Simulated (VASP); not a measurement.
**Na: single point with PBEsol**

Na:

```
Na
1.0
    -1.53609    1.53609    1.53609
     1.53609   -1.53609    1.53609
     1.53609    1.53609   -1.53609
Na
1
Direct
  0.00000 0.00000 0.00000
```

| Quantity | Value |
| --- | --- |
| Program | VASP 6.6.1 |
| Task | single point |
| Functional | PBEsol |
| Potentials or basis | VASP PAW PBE potentials, release 64 (Na_pv) |
| Cutoff | 520 eV |
| k mesh | 13 × 13 × 13 |
| Occupations | fermi-dirac, width 0.05 eV |
| Spin | no spin polarisation |
| Dipole correction | no |
| Further INCAR settings | ALGO = Normal; EDIFF = 1e-06; NBANDS = 10 |

| Quantity | Value |
| --- | --- |
| Pressure | 40.4 GPa |
| Band gap on the k mesh | zero (an odd number of electrons rules out a gap without spin polarisation) |

Levels at points of the mesh, in eV from the Fermi level:
| k point | band 1 | band 2 | band 3 | band 4 | band 5 | band 6 | band 7 |
| --- | --- | --- | --- | --- | --- | --- | --- |
| (0.00, 0.00, 0.00) | -25.17 | -25.17 | -25.17 | -6.04 | 18.91 | 18.91 | 18.91 |

Wall time 17 s on 1 thread of AMD EPYC 7R13, on a shared host, peak memory 0.09 GiB.

Caveat: the cell stands under pressure; the PAW data sets were made with another functional, which shifts forces and pressure a little.
